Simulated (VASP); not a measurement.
# Cu (Fd-3m) in VASP: notebook, part 2 of 2

VASP 6.6.1.

**3. Single point, PBEsol (volume scaled by 0.78)**

The input, INCAR:

```
SYSTEM = Cu
ALGO     = Normal         ! electronic algorithm
EDIFF    = 1E-6           ! SCF threshold, eV
ENCUT    = 600            ! plane-wave cutoff, eV
GGA      = PS             ! functional
GGA_COMPAT= .False.      
ISIF     = 2              ! what is computed and relaxed
ISMEAR   = -1             ! smearing method
LASPH    = .True.         ! aspherical terms in the spheres
LCHARG   = .True.         ! write CHGCAR
LELF     = .True.         ! ELF
LREAL    = .False.        ! projectors in reciprocal space
LVHAR    = .True.       
LWAVE    = .False.        ! write WAVECAR
NBANDS   = 18             ! bands
NELM     = 120            ! most SCF steps
PREC     = Accurate       ! precision mode
SIGMA    = 0.1            ! smearing width, eV
```

The input, KPOINTS:

```
k-points
0
Gamma
  14 14 14
  0 0 0
```

The input, POSCAR:

```
Cu
1.0
    0.0000000000      2.4080073574      2.4080073574
    2.4080073574      0.0000000000      2.4080073574
    2.4080073574      2.4080073574      0.0000000000
Cu
2
Direct
   -0.1250000000     -0.1250000000     -0.1250000000
    0.1250000000      0.1250000000      0.1250000000
```

Potentials or basis: VASP PAW PBE potentials, release 64 (Cu).

Started as:

```
cat potpaw_PBE.64/Cu/POTCAR > POTCAR
mpirun -np 1 vasp_std > vasp.out
```

OUTCAR:

```text
SYSTEM = Cu
   EDIFF = 1E-6
   ENCUT = 600
   GGA = PS
   ISIF = 2
   ISMEAR = -1
   LASPH = .True.
   LREAL = .False.
   NELM = 120
   PREC = Accurate

 ion  position               nearest neighbor table
   1  0.875  0.875  0.875-   2 2.09   2 2.09   2 2.09   2 2.09
   2  0.125  0.125  0.125-   1 2.09   1 2.09   1 2.09   1 2.09

  LATTYP: Found a face centered cubic cell.
 ALAT       =     4.8160147148

  Lattice vectors:

 A1 = (   0.0000000000,   2.4080073574,   2.4080073574)
 A2 = (   2.4080073574,   0.0000000000,   2.4080073574)
 A3 = (   2.4080073574,   2.4080073574,   0.0000000000)

Analysis of symmetry for initial positions (statically):
=====================================================================
 Subroutine PRICEL returns:
 Original cell was already a primitive cell.

 Routine SETGRP: Setting up the symmetry group for a
 face centered cubic supercell.

 Subroutine GETGRP returns: Found 48 space group operations
 (whereof 12 operations were pure point group operations)
 out of a pool of 48 trial point group operations.

The static configuration has the point symmetry D_3d.
 The point group associated with its full space group is O_h .

Analysis of symmetry for dynamics (positions and initial velocities):
=====================================================================
 Subroutine PRICEL returns:
 Original cell was already a primitive cell.

 Routine SETGRP: Setting up the symmetry group for a
 face centered cubic supercell.

 Subroutine GETGRP returns: Found 48 space group operations
 (whereof 12 operations were pure point group operations)
 out of a pool of 48 trial point group operations.

The dynamic configuration has the point symmetry D_3d.
 The point group associated with its full space group is O_h .

 Subroutine INISYM returns: Found 48 space group operations
 (whereof 12 operations are pure point group operations),
 and found     1 'primitive' translations

----------------------------------------------------------------------------------------

                                     Primitive cell

  volume of cell :      27.9257

  direct lattice vectors                    reciprocal lattice vectors
     0.000000000  2.408007357  2.408007357    -0.207640562  0.207640562  0.207640562
     2.408007357  0.000000000  2.408007357     0.207640562 -0.207640562  0.207640562
     2.408007357  2.408007357  0.000000000     0.207640562  0.207640562 -0.207640562

  length of vectors
     3.405436663  3.405436663  3.405436663     0.359644002  0.359644002  0.359644002

  position of ions in fractional coordinates (direct lattice)
     0.875000000  0.875000000  0.875000000
     0.125000000  0.125000000  0.125000000

  ion indices of the primitive-cell ions
   primitive index   ion index
                 1           1
                 2           2

----------------------------------------------------------------------------------------

 KPOINTS: k-points

Automatic generation of k-mesh.
 Grid dimensions read from file:
 generate k-points for:   14   14   14

 Generating k-lattice:

  Cartesian coordinates                     Fractional coordinates (reciprocal lattice)
    -0.014831469  0.014831469  0.014831469     0.071428571  0.000000000  0.000000000
     0.014831469 -0.014831469  0.014831469     0.000000000  0.071428571  0.000000000
     0.014831469  0.014831469 -0.014831469     0.000000000  0.000000000  0.071428571

  Length of vectors
     0.025688857  0.025688857  0.025688857

  Shift w.r.t. Gamma in fractional coordinates (k-lattice)
     0.000000000  0.000000000  0.000000000

 Subroutine IBZKPT returns following result:
 ===========================================

 Found    104 irreducible k-points:

 Following reciprocal coordinates:
            Coordinates               Weight
  0.000000  0.000000  0.000000      1.000000
  0.071429  0.000000  0.000000      8.000000
  0.142857  0.000000  0.000000      8.000000
  0.214286  0.000000  0.000000      8.000000
  0.285714  0.000000  0.000000      8.000000
  0.357143  0.000000  0.000000      8.000000
[... 16 lines left out ...]
  0.214286  0.142857  0.000000     24.000000
  0.285714  0.142857  0.000000     24.000000
 [... further k-points ...]
   k-points           NKPTS =    104   k-points in BZ     NKDIM =    104   number of bands    NBANDS=     18
   number of dos      NEDOS =    301   number of ions     NIONS =      2
   total plane-waves  NPLWV =  21952
   dimension x,y,z NGX =    28 NGY =   28 NGZ =   28
   dimension x,y,z NGXF=    56 NGYF=   56 NGZF=   56
   ions per type =               2
   NGX,Y,Z   is equivalent  to a cutoff of  13.67, 13.67, 13.67 a.u.
   NGXF,Y,Z  is equivalent  to a cutoff of  27.34, 27.34, 27.34 a.u.
 SYSTEM =  Cu
   PREC   = accura    normal or accurate (medium, high low for compatibility)
   ISTART =      0    job   : 0-new  1-cont  2-samecut
   ICHARG =      2    charge: 1-file 2-atom 10-const
   ISPIN  =      1    spin polarized calculation?
   LNONCOLLINEAR =      F non collinear calculations
   LSORBIT =      F    spin-orbit coupling
   LASPH  =      T    aspherical Exc in radial PAW
   ENCUT  =  600.0 eV  44.10 Ry    6.64 a.u.   6.80  6.80  6.80*2*pi/ulx,y,z
   NELM   =    120;   NELMIN=  2; NELMDL= -5     # of ELM steps
   EDIFF  = 0.1E-05   stopping-criterion for ELM
   LREAL  =      F    real-space projection
   EDIFFG = 0.1E-04   stopping-criterion for IOM
   NSW    =      0    number of steps for IOM
   IBRION =     -1    ionic relax: 0-MD 1-quasi-New 2-CG
   NFREE  =      0    steps in history (QN), initial steepest desc. (CG)
   ISIF   =      2    stress and relaxation
   ISYM   =      2    0-nonsym 1-usesym 2-fastsym
   POTIM  = 0.5000    time-step for ionic-motion
   TEBEG  =    0.0;   TEEND  =   0.0 temperature during run
   PSTRESS=    0.0 pullay stress
   NELECT =      22.0000    total number of electrons
   NUPDOWN=      -1.0000    fix difference up-down
   EMIN   =  10.00;   EMAX   =-10.00  energy-range for DOS
   EFERMI =   0.00;   METHOD = LEGACY
   ISMEAR =    -1;   SIGMA  =   0.10  broadening in eV -4-tet -1-fermi 0-gaus
   EFERMI_NEDOS =   21; number of points for ismear=-14 and -15
   IALGO  =     38    algorithm
   IMIX   =      4    mixing-type and parameters
     AMIX     =   0.40;   BMIX     =  1.00
     AMIX_MAG =   1.60;   BMIX_MAG =  1.00
  volume/ion in A,a.u.               =      13.96        94.23
  Fermi-wavevector in a.u.,A,eV,Ry     =   1.511987  2.857240 31.104322  2.286103
  Thomas-Fermi vector in A             =   2.621971
   LORBIT       =      0    0 simple, 1 ext, 2 COOP (PROOUT), +10 PAW based schemes
   GGA     = PS    functional components
   LHFCALC =     F    Hartree Fock is set to
   AEXX    =    0.0000 exact exchange contribution
   IVDW    =     0    specifies the selected vdW correction
   LEPSILON=     F    determine dielectric tensor
   LRPA    =     F    only Hartree local field effects (RPA)
 non-spin polarized calculation
  energy-cutoff  :      600.00
  volume of cell :       27.93
 maximum number of plane-waves:       950
   NGX = 13   NGY = 13   NGZ = 13

 number of electron      21.9999998 magnetization

 Free energy of the ion-electron system (eV)
  ---------------------------------------------------
  ext. energy  EPLUGINS =         0.00000000
  ---------------------------------------------------
  free energy    TOTEN  =        -5.63527373 eV

  energy without entropy =       -5.61154168  energy(sigma->0) =       -5.62340771

 E-fermi :   5.5980     XC(G=0): -11.6950

 val. band max:        5.5595274124   @ k =  -0.4286   0.3571   0.0000
 cond. band min:       5.6487978951   @ k =  -0.4286   0.2857   0.0000
 fundamental gap:      0.0892704827
 Fermi energy:         5.5980045619

 k-point     1 :       0.0000    0.0000    0.0000
  band No.  band energies     occupation
      1      -2.6243      2.00000
      2       1.3445      2.00000
      3       1.3445      2.00000
      4       1.3931      2.00000
      5       1.3931      2.00000
      6       1.3931      2.00000
[... 10 lines left out ...]
     17      18.3126      0.00000
     18      21.0203      0.00000
[... 463 lines left out ...]
 k-point    24 :       0.2857    0.1429    0.0000
  band No.  band energies     occupation
      1      -1.1825      2.00000
      2       0.9080      2.00000
      3       1.3979      2.00000
      4       1.4515      2.00000
      5       1.6605      2.00000
      6       1.9514      2.00000
[... 10 lines left out ...]
     17      22.4840      0.00000
     18      22.5465      0.00000

 [... further k-points ...]

------------------------ aborting loop because EDIFF is reached ----------------------------------------

  FORCE on cell =-STRESS in cart. coord.  units (eV):
  Direction    XX          YY          ZZ          XY          YZ          ZX
  --------------------------------------------------------------------------------------
  -------------------------------------------------------------------------------------
  Total        5.4558991      5.4558991      5.4558991     -0.0000000     -0.0000000      0.0000000
  in kB      313.0210123    313.0210123    313.0210123     -0.0000000     -0.0000000      0.0000000
  external PRESSURE =     313.0210123 kB  Pullay stress =       0.0000000 kB

 VOLUME and BASIS-vectors are now :
 -----------------------------------------------------------------------------
  energy-cutoff  :      600.00
  volume of cell :       27.93
      direct lattice vectors                 reciprocal lattice vectors
     0.000000000  2.408007357  2.408007357    -0.207640562  0.207640562  0.207640562
     2.408007357  0.000000000  2.408007357     0.207640562 -0.207640562  0.207640562
     2.408007357  2.408007357  0.000000000     0.207640562  0.207640562 -0.207640562

 POSITION                                       TOTAL-FORCE (eV/Angst)
 -----------------------------------------------------------------------------------
      4.21401      4.21401      4.21401         0.000000      0.000000      0.000000
      0.60200      0.60200      0.60200        -0.000000     -0.000000     -0.000000
 -----------------------------------------------------------------------------------
    total drift:                                0.000000      0.000000     -0.000000

  FREE ENERGIE OF THE ION-ELECTRON SYSTEM (eV)
  ---------------------------------------------------
  free  energy   TOTEN  =        -5.6352737330 eV

  energy  without entropy=       -5.6115416792  energy(sigma->0) =       -5.62340771
```

Run time: 46 s. Hardware: 1 thread of Intel Xeon Platinum 8488C (Sapphire Rapids), shared host; peak memory 0.18 GiB.

What came out:

```
Free energy            : -5.6353 eV
Pressure               : 31.3 GPa
Band gap on the k mesh : zero (band 11 reaches 6.43 eV, above the bottom of band 12 at 5.33 eV)
```

Caveat: the cell differs from its parent crystal (volume scaled by 0.78); the PAW data sets were made with another functional, which shifts forces and pressure a little.

**4. Single point, PBEsol**

This run uses another cell than the first one, of 17.90 Å³/atom, 1.471 times its volume.

The input, INCAR:

```
ALGO = Normal ; EDIFF = 1E-6
ENCUT = 600 ; GGA = PS
GGA_COMPAT = F ; ISIF = 2
ISMEAR = -1 ; LASPH = T
LCHARG = F ; LREAL = F
LWAVE = F ; NBANDS = 18
NELM = 120 ; PREC = Accurate
SIGMA = 0.1
```

The input, KPOINTS:

```
k-points
0
Gamma
  14 14 14
```

The input, POSCAR:

```
Cu
1.0
    0.0000000000      2.6159309447      2.6159309447
    2.6159309447      0.0000000000      2.6159309447
    2.6159309447      2.6159309447      0.0000000000
Cu
2
Direct
   -0.1250000000     -0.1250000000     -0.1250000000
    0.1250000000      0.1250000000      0.1250000000
```

Potentials or basis: VASP PAW PBE potentials, release 64 (Cu).

Started as:

```
cat potpaw_PBE.64/Cu/POTCAR > POTCAR
mpirun -np 1 vasp_std > vasp.out
```

OUTCAR:

```text
EDIFF = 1E-6
   ENCUT = 600
   GGA = PS
   ISIF = 2
   ISMEAR = -1
   LASPH = T
   LREAL = F
   NELM = 120
   PREC = Accurate

 ion  position               nearest neighbor table
   1  0.875  0.875  0.875-   2 2.27   2 2.27   2 2.27   2 2.27
   2  0.125  0.125  0.125-   1 2.27   1 2.27   1 2.27   1 2.27

  LATTYP: Found a face centered cubic cell.
 ALAT       =     5.2318618894

  Lattice vectors:

 A1 = (   0.0000000000,   2.6159309447,   2.6159309447)
 A2 = (   2.6159309447,   0.0000000000,   2.6159309447)
 A3 = (   2.6159309447,   2.6159309447,   0.0000000000)

Analysis of symmetry for initial positions (statically):
=====================================================================
 Subroutine PRICEL returns:
 Original cell was already a primitive cell.

 Routine SETGRP: Setting up the symmetry group for a
 face centered cubic supercell.

 Subroutine GETGRP returns: Found 48 space group operations
 (whereof 12 operations were pure point group operations)
 out of a pool of 48 trial point group operations.

The static configuration has the point symmetry D_3d.
 The point group associated with its full space group is O_h .

Analysis of symmetry for dynamics (positions and initial velocities):
=====================================================================
 Subroutine PRICEL returns:
 Original cell was already a primitive cell.

 Routine SETGRP: Setting up the symmetry group for a
 face centered cubic supercell.

 Subroutine GETGRP returns: Found 48 space group operations
 (whereof 12 operations were pure point group operations)
 out of a pool of 48 trial point group operations.

The dynamic configuration has the point symmetry D_3d.
[... 110 lines left out ...]
   PSTRESS=    0.0 pullay stress
   NELECT =      22.0000    total number of electrons
   NUPDOWN=      -1.0000    fix difference up-down
   EMIN   =  10.00;   EMAX   =-10.00  energy-range for DOS
   EFERMI =   0.00;   METHOD = LEGACY
   ISMEAR =    -1;   SIGMA  =   0.10  broadening in eV -4-tet -1-fermi 0-gaus
   EFERMI_NEDOS =   21; number of points for ismear=-14 and -15
   IALGO  =     38    algorithm
   IMIX   =      4    mixing-type and parameters
     AMIX     =   0.40;   BMIX     =  1.00
     AMIX_MAG =   1.60;   BMIX_MAG =  1.00
  volume/ion in A,a.u.               =      17.90       120.80
  Fermi-wavevector in a.u.,A,eV,Ry     =   1.391808  2.630136 26.356262  1.937131
  Thomas-Fermi vector in A             =   2.515612
   LORBIT       =      0    0 simple, 1 ext, 2 COOP (PROOUT), +10 PAW based schemes
   GGA     = PS    functional components
   LHFCALC =     F    Hartree Fock is set to
   AEXX    =    0.0000 exact exchange contribution
   IVDW    =     0    specifies the selected vdW correction
   LEPSILON=     F    determine dielectric tensor
   LRPA    =     F    only Hartree local field effects (RPA)
 non-spin polarized calculation
  energy-cutoff  :      600.00
  volume of cell :       35.80
 maximum number of plane-waves:      1243
 NGX is ok and might be reduce to    30
   NGX = 15   NGY = 15   NGZ = 15

 number of electron      22.0000015 magnetization

 Free energy of the ion-electron system (eV)
  ---------------------------------------------------
  ext. energy  EPLUGINS =         0.00000000
  ---------------------------------------------------
  free energy    TOTEN  =        -6.25751618 eV

  energy without entropy =       -6.23237001  energy(sigma->0) =       -6.24494310

 E-fermi :   3.1370     XC(G=0): -10.3984

 val. band max:        3.1271631963   @ k =  -0.4286   0.0714   0.0000
 cond. band min:       3.1775346373   @ k =  -0.3571   0.4286   0.1429
 fundamental gap:      0.0503714409
 Fermi energy:         3.1370301139

 k-point     1 :       0.0000    0.0000    0.0000
  band No.  band energies     occupation
      1      -3.5104      2.00000
      2      -0.0349      2.00000
      3      -0.0349      2.00000
      4      -0.0349      2.00000
      5      -0.0138      2.00000
      6      -0.0138      2.00000
[... 481 lines left out ...]
      5       0.2021      2.00000
      6       0.3675      2.00000
[... 10 lines left out ...]
     17      17.3863      0.00000
     18      17.7404      0.00000

 [... further k-points ...]

------------------------ aborting loop because EDIFF is reached ----------------------------------------

  FORCE on cell =-STRESS in cart. coord.  units (eV):
  Direction    XX          YY          ZZ          XY          YZ          ZX
  --------------------------------------------------------------------------------------
  -------------------------------------------------------------------------------------
  Total        0.0159020      0.0159020      0.0159020     -0.0000000      0.0000000     -0.0000000
  in kB        0.7116275      0.7116275      0.7116275     -0.0000000      0.0000000     -0.0000000
  external PRESSURE =       0.7116275 kB  Pullay stress =       0.0000000 kB

 VOLUME and BASIS-vectors are now :
 -----------------------------------------------------------------------------
  energy-cutoff  :      600.00
  volume of cell :       35.80
      direct lattice vectors                 reciprocal lattice vectors
     0.000000000  2.615930945  2.615930945    -0.191136544  0.191136544  0.191136544
     2.615930945  0.000000000  2.615930945     0.191136544 -0.191136544  0.191136544
     2.615930945  2.615930945  0.000000000     0.191136544  0.191136544 -0.191136544

 POSITION                                       TOTAL-FORCE (eV/Angst)
 -----------------------------------------------------------------------------------
      4.57788      4.57788      4.57788         0.000000      0.000000      0.000000
      0.65398      0.65398      0.65398        -0.000000     -0.000000     -0.000000
 -----------------------------------------------------------------------------------
    total drift:                               -0.000000      0.000000      0.000000

  FREE ENERGIE OF THE ION-ELECTRON SYSTEM (eV)
  ---------------------------------------------------
  free  energy   TOTEN  =        -6.2575161849 eV

  energy  without entropy=       -6.2323700122  energy(sigma->0) =       -6.24494310
```

stdout:

```text
POSCAR found type information on POSCAR Cu
 POSCAR found :  1 types and       2 ions
 scaLAPACK will be used
 -----------------------------------------------------------------------------
|                                                                             |
|                                                                             |
|     You enforced a specific xc type in the INCAR file but a different       |
|     I HOPE YOU KNOW WHAT YOU ARE DOING!                                     |
|                                                                             |
 -----------------------------------------------------------------------------

 LDA part: xc-table for (Slater+PW92), standard interpolation
 POSCAR, INCAR and KPOINTS ok, starting setup
 FFT: planning ... GRIDC
 FFT: planning ... GRID_SOFT
 FFT: planning ... GRID
 WAVECAR not read
 entering main loop
```

Wall time 84 s (1 thread of Intel Xeon Platinum 8488C (Sapphire Rapids), shared host); peak memory 0.21 GiB.

What came out:

```
Free energy            : -6.2575 eV
Pressure               : 0.1 GPa
Band gap on the k mesh : zero (band 11 reaches 3.75 eV, above the bottom of band 12 at 2.78 eV)
```

Caveat: the PAW data sets were made with another functional, which shifts forces and pressure a little.

**5. Overview**

```tsv
cell	gap on the mesh (eV)	pressure (GPa)
a = 3.253 Å, angles 60.0°, 2 atoms	none	67.4
a = 3.405 Å, angles 60.0°, 2 atoms	none	31.3
a = 3.699 Å, angles 60.0°, 2 atoms	none	0.1
```

Alike in all rows: task single point; level PBEsol; potentials or basis VASP PAW PBE potentials, release 64 (Cu); no spin polarisation; k mesh 14 × 14 × 14; cutoff (eV) 600; smearing fermi-dirac 0.1 eV.

Caveats: the PAW data sets were made with another functional, which shifts forces and pressure a little.

Absolute energies hang on the potentials; compare differences alone.
